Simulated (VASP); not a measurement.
Wanted: the native input for a VASP 6.6.1 run.

| Item | Value |
| --- | --- |
| Task | single point |
| Functional | PBE |
| Potentials or basis | VASP PAW PBE potentials, release 64 (Ga_d, Se) |
| Cutoff | 520 eV |
| k mesh | 5 × 5 × 5 |
| Occupations | gaussian, width 0.05 eV |
| Spin | no spin polarisation |
| Dipole correction | no |
| Further INCAR settings | ALGO = Normal; EDIFF = 1e-07; NBANDS = 30 |

The structure of Ga3Se lies in POSCAR:

```
Ga3Se
1.0
    4.4324650000      0.0000000000      0.0000000000
    0.0000000000      4.4324650000      0.0000000000
    0.0000000000      0.0000000000      4.4324650000
Ga Se
3 1
Direct
    0.0000000000      0.5000000000      0.5000000000
    0.5000000000      0.0000000000      0.5000000000
    0.5000000000      0.5000000000      0.0000000000
    0.0000000000      0.0000000000      0.0000000000
```

These files were run (other wordings do the same):

INCAR

```
ALGO = Normal
EDIFF = 1E-7
ENCUT = 520
GGA = PE
ISIF = 2
ISMEAR = 0
LASPH = T
LCHARG = F
LREAL = F
LWAVE = F
NBANDS = 30
NELM = 60
PREC = Accurate
SIGMA = 0.05
```

KPOINTS

```
k-points
0
Gamma
  5 5 5
```

Potentials or basis: VASP PAW PBE potentials, release 64 (Ga_d, Se).

Launch:

```sh
$ cat potpaw_PBE.64/Ga_d/POTCAR potpaw_PBE.64/Se/POTCAR > POTCAR
$ mpirun -np 1 vasp_std > vasp.out
```

It gave:

```yaml
Pressure: -0.3 GPa
```

Run time: 17 s on 1 thread of Intel(R) Xeon(R) Platinum 8488C (Sapphire Rapids) (shared host), peak memory 0.2 GiB.
